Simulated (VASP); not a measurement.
# SiNi (Pmmn) in VASP: notebook, part 2 of 2

VASP 6.6.1. Earlier steps stand in the parts before.

### 4 Single point, PBEsol, collinear spin, ferromagnetic start

This run uses another cell than the first one, of 10.00 Å³/atom, 0.852 times its volume.

INCAR

```
PREC     = Accurate       # precision mode
ENCUT    = 520            # plane-wave cutoff, eV
EDIFF    = 1E-6           # SCF threshold, eV
ISMEAR   = -1             # smearing method
SIGMA    = 0.05           # smearing width, eV
LREAL    = F              # projectors in reciprocal space
LASPH    = T              # aspherical terms in the spheres
NELM     = 150            # most SCF steps
ALGO     = Normal         # electronic algorithm
ISIF     = 2              # what is computed and relaxed
LWAVE    = F              # write WAVECAR
LCHARG   = F              # write CHGCAR
ISPIN    = 2              # spin polarisation
MAGMOM   = 1 1 0 0        # initial moments
LORBIT   = 11             # projections on sites
LMAXMIX  = 4              # l up to which the mixer works
GGA      = PS             # functional
NBANDS   = 26             # bands
```

KPOINTS

```
Automatic mesh
0
Gamma
  9 8 6
```

POSCAR

```
SiNi
1.0
    2.7524326566      0.0000000000      0.0000000000
    0.0000000000      3.1907203358      0.0000000000
    0.0000000000      0.0000000000      4.5535267249
Ni Si
2 2
Direct
    0.5000000000      0.5000000000      0.3467982698
    0.0000000000      0.0000000000      0.6532017302
    0.5000000000      0.5000000000      0.8453003819
    0.0000000000      0.0000000000      0.1546996181
```

Launch:

```bash
> cat potpaw_PBE.64/Ni/POTCAR potpaw_PBE.64/Si/POTCAR > POTCAR
> mpirun -np 1 vasp_std > vasp.out
```

Wall time 2.1 min (1 thread of Intel Xeon Platinum 8259CL at 2.50GHz (Skylake/Cascade Lake), shared host); peak memory 0.26 GiB.

It converged, with:

```yaml
Free_energy: -25.5226 eV
Pressure: 30.3 GPa
Largest_force: 0.021 eV/Å
Band_gap_on_the_k_mesh: zero (filled and empty bands overlap)
Net_moment: 0.00 μB per cell
Valence_electrons_inside_the_program's_atomic_spheres: Ni 9.88; Si 1.70
```

Forces on the atoms (eV/Å):
```
Ni   0.000  0.000  0.021
Ni   0.000  0.000 -0.021
Si   0.000  0.000 -0.002
Si   0.000  0.000  0.002
```

Stress tensor (GPa, compression positive):
```
30.23  0.00  0.00
 0.00 30.29  0.00
 0.00  0.00 30.36
```

Levels at points of the mesh, in eV from the Fermi level:
Spin up:
| k point | band 12 | band 13 | band 14 | band 15 | band 16 | band 17 |
| --- | --- | --- | --- | --- | --- | --- |
| (0.00, 0.00, 0.00) | -2.25 | -2.21 | -1.82 | 2.25 | 2.60 | 5.58 |
| (0.00, 0.50, 0.00) | -2.61 | -2.45 | -2.45 | 1.22 | 1.22 | 6.13 |
| (0.00, 0.00, 0.50) | -2.30 | 1.03 | 1.32 | 1.64 | 2.35 | 3.85 |
| (0.00, 0.50, 0.50) | -2.44 | -2.25 | -2.25 | 5.19 | 5.19 | 6.55 |
Spin down:
```tsv
k point	band 11	band 12	band 13	band 14	band 15	band 16	band 17	band 18
(0.00, 0.00, 0.00)	-2.60	-2.25	-2.21	-1.82	2.25	2.60	5.58	6.76
(0.00, 0.50, 0.00)	-2.61	-2.61	-2.45	-2.45	1.22	1.22	6.13	6.13
(0.00, 0.00, 0.50)	-3.03	-2.30	1.03	1.32	1.64	2.35	3.85	3.91
(0.00, 0.50, 0.50)	-2.44	-2.44	-2.25	-2.25	5.19	5.19	6.55	6.55
```

Caveat: the PAW data sets were made with another functional, which shifts forces and pressure a little.

### 5 Single point, PBEsol, collinear spin, ferromagnetic start

This run uses another cell than the first one, of 10.35 Å³/atom, 0.882 times its volume.

INCAR

```
ALGO     = Normal         # electronic algorithm
EDIFF    = 1E-7           # SCF threshold, eV
ENCUT    = 520            # plane-wave cutoff, eV
GGA      = PS             # functional
ISIF     = 2              # what is computed and relaxed
ISMEAR   = -1             # smearing method
ISPIN    = 2              # spin polarisation
LASPH    = T              # aspherical terms in the spheres
LCHARG   = T              # write CHGCAR
LELF     = T              # ELF
LMAXMIX  = 4              # l up to which the mixer works
LORBIT   = 11             # projections on sites
LREAL    = F              # projectors in reciprocal space
LVHAR    = T            
LWAVE    = F              # write WAVECAR
MAGMOM   = 1 1 0 0        # initial moments
NBANDS   = 26             # bands
NELM     = 150            # most SCF steps
PREC     = Accurate       # precision mode
SIGMA    = 0.05           # smearing width, eV
```

KPOINTS

```
k-points
0
Gamma
  9 8 6
```

POSCAR

```
SiNi
1.0
    2.8087806447      0.0000000000      0.0000000000
    0.0000000000      3.2167759798      0.0000000000
    0.0000000000      0.0000000000      4.5823887878
Ni Si
2 2
Direct
    0.5000000000      0.5000000000      0.3460143588
    0.0000000000      0.0000000000      0.6539856412
    0.5000000000      0.5000000000      0.8445338346
    0.0000000000      0.0000000000      0.1554661654
```

Launch:

```bash
> cat potpaw_PBE.64/Ni/POTCAR potpaw_PBE.64/Si/POTCAR > POTCAR
> mpirun -np 1 vasp_std > vasp.out
```

Run time: 2.3 min. Hardware: 1 thread of Intel Xeon Platinum 8259CL at 2.50GHz (Skylake/Cascade Lake), shared host; peak memory 0.27 GiB.

Results (log left out):

| Quantity | Value |
| --- | --- |
| Free energy | -25.7443 eV |
| Pressure | 20.3 GPa |
| Largest force | 0.014 eV/Å |
| Band gap on the k mesh | zero (filled and empty bands overlap) |
| Net moment | 0.00 μB per cell |
| Valence electrons inside the program's atomic spheres | Ni 9.79; Si 1.67 |

Forces on the atoms (eV/Å):
```
Ni   0.000  0.000  0.014
Ni   0.000  0.000 -0.014
Si   0.000  0.000 -0.004
Si   0.000  0.000  0.004
```

Stress tensor (GPa, compression positive):
```
20.24  0.00  0.00
 0.00 20.27  0.00
 0.00  0.00 20.38
```

Levels at points of the mesh, in eV from the Fermi level:
Spin up:
```tsv
k point	band 10	band 11	band 12	band 13	band 14	band 15	band 16	band 17	band 18	band 19
(0.00, 0.00, 0.00)	-3.09	-2.54	-2.20	-2.17	-1.70	1.89	2.67	5.48	6.35	7.75
(0.00, 0.50, 0.00)	-3.15	-2.50	-2.50	-2.41	-2.41	1.21	1.21	5.75	5.75	8.64
(0.00, 0.00, 0.50)	-3.05	-2.95	-2.25	1.05	1.39	1.78	2.39	3.57	3.81	5.38
(0.00, 0.50, 0.50)	-2.91	-2.33	-2.33	-2.20	-2.20	5.23	5.23	6.17	6.17	7.39
```
Spin down:
```tsv
k point	band 10	band 11	band 12	band 13	band 14	band 15	band 16	band 17	band 18	band 19
(0.00, 0.00, 0.00)	-3.09	-2.54	-2.20	-2.17	-1.70	1.89	2.67	5.48	6.35	7.75
(0.00, 0.50, 0.00)	-3.15	-2.50	-2.50	-2.41	-2.41	1.21	1.21	5.75	5.75	8.64
(0.00, 0.00, 0.50)	-3.05	-2.95	-2.25	1.05	1.39	1.78	2.39	3.57	3.81	5.38
(0.00, 0.50, 0.50)	-2.91	-2.33	-2.33	-2.20	-2.20	5.23	5.23	6.17	6.17	7.39
```

Caveat: the PAW data sets were made with another functional, which shifts forces and pressure a little.

### 6 Single point, PBEsol, collinear spin, ferromagnetic start

This run uses another cell than the first one, of 10.78 Å³/atom, 0.918 times its volume.

INCAR

```
ALGO = Normal
EDIFF = 1E-6
ENCUT = 520
GGA = PS
ISIF = 2
ISMEAR = -1
ISPIN = 2
LASPH = True
LCHARG = False
LMAXMIX = 4
LORBIT = 11
LREAL = False
LWAVE = False
MAGMOM = 1 1 0 0
NBANDS = 26
NELM = 150
PREC = Accurate
SIGMA = 0.05
```

KPOINTS is that of step 5.

POSCAR

```
SiNi
1.0
    2.8729311984      0.0000000000      0.0000000000
    0.0000000000      3.2488771946      0.0000000000
    0.0000000000      0.0000000000      4.6178812602
Ni Si
2 2
Direct
    0.5000000000      0.5000000000      0.3448356886
    0.0000000000      0.0000000000      0.6551643114
    0.5000000000      0.5000000000      0.8435343467
    0.0000000000      0.0000000000      0.1564656533
```

Potentials or basis: VASP PAW PBE potentials, release 64 (Ni, Si).

Launch:

```bash
> cat potpaw_PBE.64/Ni/POTCAR potpaw_PBE.64/Si/POTCAR > POTCAR
> mpirun -np 1 vasp_std > vasp.out
```

Wall time 2 min (1 thread of Intel Xeon Platinum 8259CL at 2.50GHz (Skylake/Cascade Lake), shared host); peak memory 0.28 GiB.

Results (log left out):

| Property | Result |
| --- | --- |
| Free energy | -25.9045 eV |
| Pressure | 10.3 GPa |
| Largest force | 0.016 eV/Å |
| Band gap on the k mesh | zero (filled and empty bands overlap) |
| Net moment | 0.00 μB per cell |
| Valence electrons inside the program's atomic spheres | Ni 9.70; Si 1.65 |

Forces in eV/Å, atoms in the order of the input:
```
Ni   0.000  0.000  0.016
Ni   0.000  0.000 -0.016
Si   0.000  0.000 -0.009
Si   0.000  0.000  0.009
```

Stress tensor (GPa, compression positive):
```
10.14  0.00  0.00
 0.00 10.22  0.00
 0.00  0.00 10.44
```

Levels at points of the mesh, in eV from the Fermi level:
Spin up:
```csv
k point,band 12,band 13,band 14,band 15,band 16,band 17
"(0.00, 0.00, 0.00)",-2.13,-2.11,-1.56,1.56,2.72,5.35
"(0.00, 0.50, 0.00)",-2.36,-2.35,-2.35,1.20,1.20,5.37
"(0.00, 0.00, 0.50)",-2.18,1.08,1.48,1.94,2.40,3.25
"(0.00, 0.50, 0.50)",-2.21,-2.13,-2.13,5.27,5.27,5.80
```
Spin down:
| k point | band 12 | band 13 | band 14 | band 15 | band 16 | band 17 |
| --- | --- | --- | --- | --- | --- | --- |
| (0.00, 0.00, 0.00) | -2.13 | -2.11 | -1.56 | 1.56 | 2.72 | 5.35 |
| (0.00, 0.50, 0.00) | -2.36 | -2.35 | -2.35 | 1.20 | 1.20 | 5.37 |
| (0.00, 0.00, 0.50) | -2.18 | 1.08 | 1.48 | 1.94 | 2.40 | 3.25 |
| (0.00, 0.50, 0.50) | -2.21 | -2.13 | -2.13 | 5.27 | 5.27 | 5.80 |

Caveat: the PAW data sets were made with another functional, which shifts forces and pressure a little.

### 7 Summary

| level | cell | gap on the mesh (eV) | pressure (GPa) | moment (μB) | largest force (eV/Å) |
| --- | --- | --- | --- | --- | --- |
| PBE | a = 2.981, b = 3.323, c = 4.739 Å, 4 atoms | none | -0.8 | 0.00 | 0.05 |
| PBE | a = 3.000, b = 3.345, c = 4.769 Å, 4 atoms | none | -4.1 | 0.00 | 0.10 |
| PBEsol | a = 2.752, b = 3.191, c = 4.554 Å, 4 atoms | none | 30.3 | 0.00 | 0.02 |
| PBEsol | a = 2.809, b = 3.217, c = 4.582 Å, 4 atoms | none | 20.3 | 0.00 | 0.01 |
| PBEsol | a = 2.873, b = 3.249, c = 4.618 Å, 4 atoms | none | 10.3 | 0.00 | 0.02 |

Alike in all rows: task single point; potentials or basis VASP PAW PBE potentials, release 64 (Ni, Si); spin collinear, ferromagnetic start; k mesh 9 × 8 × 6; cutoff (eV) 520; smearing fermi-dirac 0.05 eV.

Caveats: the PAW data sets were made with another functional, which shifts forces and pressure a little (some runs).

Total energies depend on the potentials used, so only differences within one code and one set of settings carry meaning.
